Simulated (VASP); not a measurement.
# TiO2 (C2/m) in VASP: electric field gradients with PBE

Aim: the electric field gradients of TiO2 with PBE.

All numbers are computed with VASP 6.6.1; they aren't measurements. Logs are shortened: lines on timing, memory, paths and dates and some standing lists are left out, and cuts for length are marked.

## 1. The cell of the first run

Symmetry: C2/m, No. 12, monoclinic system. The conventional cell has a = 6.401 Å, b = 6.594 Å, c = 2.960 Å, α = 90.00°, β = 92.45°, γ = 90.00°. Within 2.6 Å of Ti (site symmetry 2/m) lie 6 O at 1.96 Å. Ti (site symmetry 2/m) has 6 O at 1.89 to 2.02 Å within 2.5 Å. Within 2.5 Å of O (site symmetry m) lie 3 Ti at 1.89 to 1.97 Å and 1 O at 2.48 Å. Within 2.6 Å of O (site symmetry 2) lie 3 Ti at 1.96 to 2.02 Å and 1 O at 2.56 Å.

## 2. Electric field gradients, PBE (equal xy, yz and zx shear strains of -3 %)

INCAR

```
PREC = Accurate
ENCUT = 520
EDIFF = 1E-8
ISMEAR = -1
SIGMA = 0.05
LREAL = F
LASPH = T
NELM = 60
ALGO = Normal
ISIF = 2
LWAVE = F
LCHARG = F
GGA = PE
LEFG = T
NBANDS = 33
```

KPOINTS

```
Automatic mesh
0
Gamma
  7 7 10
```

POSCAR

```
TiO2
1.0
    4.5940000000     -0.0689100000     -0.0689100000
   -0.0689100000      4.5940000000     -0.0689100000
   -0.0443850000     -0.0443850000      2.9590000000
Ti O
2 4
Direct
    0.0000000000      0.0000000000      0.0000000000
    0.5000000000      0.5000000000      0.5000000000
    0.3060000000      0.3060000000      0.0000000000
    0.1940000000      0.8060000000      0.5000000000
    0.6940000000      0.6940000000      0.0000000000
    0.8060000000      0.1940000000      0.5000000000
```

Potentials or basis: VASP PAW PBE potentials, release 64 (Ti_sv, O).

Started as:

```sh
$ cat potpaw_PBE.64/Ti_sv/POTCAR potpaw_PBE.64/O/POTCAR > POTCAR
$ mpirun -np 1 vasp_std > vasp.out
```

OUTCAR:

```text
PREC = Accurate
   ENCUT = 520
   EDIFF = 1E-8
   ISMEAR = -1
   LREAL = F
   LASPH = T
   NELM = 60
   ISIF = 2
   GGA = PE

 ion  position               nearest neighbor table
   1  0.000  0.000  0.000-   4 1.96   6 1.96   4 1.96   6 1.96   5 1.96   3 1.96
   2  0.500  0.500  0.500-   5 1.89   3 1.89   3 1.97   5 1.97   4 2.02   6 2.02
   3  0.306  0.306  0.000-   2 1.89   1 1.96   2 1.97
   4  0.194  0.806  0.500-   1 1.96   1 1.96   2 2.02
   5  0.694  0.694  0.000-   2 1.89   1 1.96   2 1.97
   6  0.806  0.194  0.500-   1 1.96   1 1.96   2 2.02

  LATTYP: Found a base centered monoclinic cell.
 ALAT       =     8.5306711997
 B/A-ratio  =     0.7730166136
 C/A-ratio  =     0.3469440599
 COS(beta)  =    -0.6618260277

  Lattice vectors:

 A1 = (  -4.5496150000,   0.1132950000,  -2.8900900000)
 A2 = (   0.1132950000,  -4.5496150000,  -2.8900900000)
 A3 = (  -0.0443850000,  -0.0443850000,   2.9590000000)

Analysis of symmetry for initial positions (statically):
=====================================================================
 Subroutine PRICEL returns:
 Original cell was already a primitive cell.

 Routine SETGRP: Setting up the symmetry group for a
 base centered monoclinic supercell.

 Subroutine GETGRP returns: Found  4 space group operations
 (whereof  4 operations were pure point group operations)
 out of a pool of  4 trial point group operations.

The static configuration has the point symmetry C_2h.

Analysis of symmetry for dynamics (positions and initial velocities):
=====================================================================
 Subroutine PRICEL returns:
 Original cell was already a primitive cell.

 Routine SETGRP: Setting up the symmetry group for a
 base centered monoclinic supercell.

 Subroutine GETGRP returns: Found  4 space group operations
 (whereof  4 operations were pure point group operations)
 out of a pool of  4 trial point group operations.

The dynamic configuration has the point symmetry C_2h.

 Subroutine INISYM returns: Found  4 space group operations
 (whereof  4 operations are pure point group operations),
 and found     1 'primitive' translations

[... 155 lines left out ...]
 Fermi energy:         5.7614336019

 k-point     1 :       0.0000    0.0000    0.0000
  band No.  band energies     occupation
      1     -52.0956      2.00000
      2     -51.9896      2.00000
      3     -28.4307      2.00000
      4     -28.3184      2.00000
      5     -28.2020      2.00000
      6     -28.1868      2.00000
[... 853 lines left out ...]
     32      11.1968      0.00000
     33      11.2685      0.00000

 [... further k-points ...]

------------------------ aborting loop because EDIFF is reached ----------------------------------------

  FORCE on cell =-STRESS in cart. coord.  units (eV):
  Direction    XX          YY          ZZ          XY          YZ          ZX
  --------------------------------------------------------------------------------------
  -------------------------------------------------------------------------------------
  Total        2.6889568      2.6889568      2.5608941      2.7518358      1.8258940      1.8258947
  in kB       69.0340952     69.0340952     65.7463172     70.6484004     46.8765217     46.8765403
  external PRESSURE =      67.9381692 kB  Pullay stress =       0.0000000 kB

 VOLUME and BASIS-vectors are now :
 -----------------------------------------------------------------------------
  energy-cutoff  :      520.00
  volume of cell :       62.41
      direct lattice vectors                 reciprocal lattice vectors
     4.594000000 -0.068910000 -0.068910000     0.217774720  0.003316366  0.003316366
    -0.068910000  4.594000000 -0.068910000     0.003316366  0.217774720  0.003316366
    -0.044385000 -0.044385000  2.959000000     0.005148830  0.005148830  0.338106476

 POSITION                                       TOTAL-FORCE (eV/Angst)
 -----------------------------------------------------------------------------------
      0.00000      0.00000      0.00000        -0.000000     -0.000000      0.000000
      2.24035      2.24035      1.41059         0.000000     -0.000000      0.000000
      1.38468      1.38468     -0.04217        -0.196637     -0.196637     -0.408226
      0.81350      3.66720      1.41059         0.201103     -0.201103     -0.000000
      3.14041      3.14041     -0.09565         0.196637      0.196637      0.408226
      3.66720      0.81350      1.41059        -0.201103      0.201103     -0.000000
 -----------------------------------------------------------------------------------
    total drift:                               -0.000000      0.000000      0.000000

  FREE ENERGIE OF THE ION-ELECTRON SYSTEM (eV)
  ---------------------------------------------------
  free  energy   TOTEN  =       -53.5426852154 eV

  energy  without entropy=      -53.5426852150  energy(sigma->0) =      -53.54268522

 Electric field gradients (V/A^2)
---------------------------------------------------------------------
 ion       V_xx      V_yy      V_zz      V_xy      V_xz      V_yz
---------------------------------------------------------------------
   1       7.115     7.115   -14.230    -3.481     5.961     5.961
   2      19.166    19.166   -38.332   -16.905   -26.553   -26.553
   3       0.524     0.524    -1.048    17.016    -7.119    -7.119
   4       1.433     1.433    -2.865   -25.218    -2.704    -2.704
   5       0.524     0.524    -1.048    17.016    -7.119    -7.119
   6       1.433     1.433    -2.865   -25.218    -2.704    -2.704
---------------------------------------------------------------------

 Electric field gradients after diagonalization (V/A^2)
 (convention: |V_zz| > |V_xx| > |V_yy|)
----------------------------------------------------------------------
 ion       V_xx      V_yy      V_zz     asymmetry (V_yy - V_xx)/ V_zz
----------------------------------------------------------------------
   1      10.596     6.984   -17.580       0.205
   2      36.071    24.650   -60.721       0.188
   3     -16.493    -5.455    21.948       0.503
   4     -24.462    -2.188    26.651       0.836
   5     -16.493    -5.455    21.948       0.503
   6     -24.462    -2.188    26.651       0.836
----------------------------------------------------------------------

           NMR quadrupolar parameters

 Cq : quadrupolar parameter    Cq=e*Q*V_zz/h
 eta: asymmetry parameters     (V_yy - V_xx)/ V_zz
 Q  : nuclear electric quadrupole moment in mb (millibarn)
----------------------------------------------------------------------
 ion       Cq(MHz)       eta       Q (mb)
----------------------------------------------------------------------
   1      -0.043       0.205       1.000
   2      -0.147       0.188       1.000
   3       0.053       0.503       1.000
   4       0.064       0.836       1.000
   5       0.053       0.503       1.000
   6       0.064       0.836       1.000
----------------------------------------------------------------------
```

OSZICAR:

```text
N       E                     dE             d eps       ncg     rms          rms(c)
DAV:   1     0.651212400510E+03    0.65121E+03   -0.24262E+04  9512   0.172E+03
DAV:   2     0.254577234292E+02   -0.62575E+03   -0.57868E+03 10346   0.512E+02
DAV:   3    -0.661900376025E+02   -0.91648E+02   -0.89822E+02 12958   0.188E+02
DAV:   4    -0.708490554422E+02   -0.46590E+01   -0.46478E+01 13785   0.403E+01
[... 12 lines left out ...]
DAV:  17    -0.535426851439E+02   -0.35598E-06   -0.63908E-07 10853   0.637E-03    0.231E-03
DAV:  18    -0.535426852415E+02   -0.97536E-07   -0.21743E-07 11969   0.630E-03    0.121E-03
DAV:  19    -0.535426851958E+02    0.45666E-07   -0.30938E-08  9908   0.202E-03    0.508E-04
DAV:  20    -0.535426852125E+02   -0.16636E-07   -0.10737E-08  6076   0.756E-04    0.128E-04
DAV:  21    -0.535426852154E+02   -0.29322E-08   -0.33850E-09  5450   0.381E-04
   1 F= -.53542685E+02 E0= -.53542685E+02  d E =-.351828E-09
```

stdout:

```text
POSCAR found type information on POSCAR TiO
 POSCAR found :  2 types and       6 ions
 scaLAPACK will be used
 LDA part: xc-table for (Slater+PW92), standard interpolation
 POSCAR, INCAR and KPOINTS ok, starting setup
 FFT: planning ... GRIDC
 FFT: planning ... GRID_SOFT
 FFT: planning ... GRID
 WAVECAR not read
 entering main loop
ion   1

ion   2

ion   3

ion   4

ion   5

ion   6
```

Run time: 3.1 min. Hardware: 1 thread of Intel Xeon Platinum 8488C (Sapphire Rapids), shared host; peak memory 0.33 GiB.

Results:

```
Free energy                             : -53.5427 eV
Pressure                                : 6.8 GPa
Largest force                           : 0.494 eV/Å
Band gap on the k mesh                  : 1.91 eV
Largest electric field gradient by atom : Ti -17.6, -60.7; O +21.9, +26.7 (each value once) V/Å²
```

Forces in eV/Å, atoms in the order of the input:
```
Ti   0.000  0.000  0.000
Ti   0.000  0.000  0.000
O   -0.197 -0.197 -0.408
O    0.201 -0.201  0.000
O    0.197  0.197  0.408
O   -0.201  0.201  0.000
```

Stress tensor (GPa, compression positive):
```
6.90 7.06 4.69
7.06 6.90 4.69
4.69 4.69 6.57
```

Levels at points of the mesh, in eV from the valence-band top:
| k point | band 22 | band 23 | band 24 | band 25 | band 26 | band 27 |
| --- | --- | --- | --- | --- | --- | --- |
| (0.00, 0.00, 0.00) | -0.46 | -0.32 | 0.00 | 1.91 | 2.24 | 2.43 |
| (0.00, 0.00, 0.50) | -2.23 | -1.55 | -1.24 | 2.87 | 3.05 | 3.08 |

Electric field gradients, principal values (V/Å²):
```csv
atom,least,middle,greatest (by size)
1 Ti,6.984,10.596,-17.580
2 Ti,24.650,36.071,-60.721
3 O,-5.455,-16.493,21.948
4 O,-2.188,-24.462,26.651
5 O,-5.455,-16.493,21.948
6 O,-2.188,-24.462,26.651
```

Caveat: the cell differs from its parent crystal (equal xy, yz and zx shear strains of -3 %); the cell stands under pressure; without QUAD_EFG the Cq values of the log hold for a quadrupole moment of 1 mb, not for the nuclei. A k mesh can miss the band edges.
